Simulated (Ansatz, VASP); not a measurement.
## MnO in VASP and in Ansatz

Contents of INCAR:

```
SYSTEM = MnO
PREC     = Accurate       ! precision mode
ENCUT    = 520            ! plane-wave cutoff, eV
EDIFF    = 1E-6           ! SCF threshold, eV
ISMEAR   = 0              ! smearing method
SIGMA    = 0.05           ! smearing width, eV
LREAL    = .False.        ! projectors in reciprocal space
LASPH    = .True.         ! aspherical terms in the spheres
NELM     = 150            ! most SCF steps
ALGO     = Normal         ! electronic algorithm
ISIF     = 2              ! what is computed and relaxed
LWAVE    = .False.        ! write WAVECAR
LCHARG   = .False.        ! write CHGCAR
ISPIN    = 2              ! spin polarisation
MAGMOM   = 4.64 0         ! initial moments
LORBIT   = 11             ! projections on sites
LMAXMIX  = 4              ! l up to which the mixer works
LDAU     = .True.         ! DFT+U
LDAUTYPE = 2            
LDAUL    = 2 -1           ! shell
LDAUU    = 1.9 0          ! U, eV
LDAUJ    = 0 0          
LDAUPRINT= 1            
GGA      = PS             ! functional
NBANDS   = 20             ! bands
```

The input KPOINTS:

```
Automatic mesh
0
Gamma
  12 12 12
  0 0 0
```

File POSCAR:

```
MnO
1.0
    0.0000000000      2.2220003343      2.2220003343
    2.2220003343      0.0000000000      2.2220003343
    2.2220003343      2.2220003343      0.0000000000
Mn O
1 1
Direct
    0.0000000000      0.0000000000      0.0000000000
    0.5000000000      0.5000000000      0.5000000000
```

Input for Ansatz:

```yaml
crystal:
  lattice:
    - [0.0, 2.2220003343, 2.2220003343]
    - [2.2220003343, 0.0, 2.2220003343]
    - [2.2220003343, 2.2220003343, 0.0]
  atoms:
    - { symbol: Mn, position: [0.0, 0.0, 0.0], spin: 4.64 }
    - { symbol: O, position: [0.5, 0.5, 0.5] }
basis:
  ecutwfc: 420
  ecutrho_ratio: 4
kpoints:
  mp_grid: { grid: [12, 12, 12] }
  band_path:
    path:
      - [[0.0, 0.0, 0.0], [0.5, 0.0, 0.5], [0.625, 0.25, 0.625]]
      - [[0.375, 0.375, 0.75], [0.0, 0.0, 0.0], [0.5, 0.5, 0.5], [0.5, 0.25, 0.75], [0.5, 0.0, 0.5]]
    npoints: 6
hamiltonian:
  xc: pbesol
  hubbard: { sites: [{ species: Mn, l: d, u_eff: 1.9 }] }
scf:
  occupations: { method: gaussian, width: 0.05 }
  lower_state_search: "off"
output:
  forces: true
  stress: true
  eigenvalues: true
  populations: true
  hubbard: { sites: [{ species: Mn, l: d }] }
  eigenstates:
    nscf_kmesh: { grid: [12, 12, 12] }
    top_band: c26
    exchange_couplings: { magnetic: [{ site: 0 }] }
    magnetocrystalline_anisotropy: {}
magnetization:
  spin_polarized: true
checkpoint:
  read: start.run
  write: ck
  compress: false
  write_wavefunctions: false
  write_every: 100000
```

Alike in both runs: task single point; functional PBEsol; k mesh 12 × 12 × 12; occupations gaussian, width 0.05 eV; collinear spin; Hubbard terms Mn d U = 1.9 eV.

```csv
,VASP,Ansatz
version,VASP 6.6.1,Ansatz 0.2.0
potentials or method,"VASP PAW PBE potentials, release 64 (Mn_pv, O), cutoff 520 eV","scalar-relativistic, plane waves, PAW"
valence electrons in the cell,19,21
```

Ansatz gave:

* gap on the k mesh at the Fermi level (eV): none
* pressure (GPa): 0.7
* net moment per atom (μB): 2.50
* size of the moment on the site where the two differ most (μB): 4.22

Question: Which values does VASP return?

Answer: gap on the k mesh at the Fermi level (eV): none; pressure (GPa): 0.0; net moment per atom (μB): 2.50; size of the moment on the site where the two differ most (μB): 4.55.

VASP's potentials were made for PBE, not for PBEsol. Site moments also hang on the region over which each program counts them. The programs project onto different local orbitals, so the same U acts differently, and such runs can settle in different states. A gap of «none» marks a metal or a gap that the smearing closes. VASP's potentials hold 19 valence electrons a cell and Ansatz's 21, so a difference there can come from the potentials and not from the codes. Ansatz's warnings: anisotropy in doubt, filled band counts differ across k points, stability check not made.
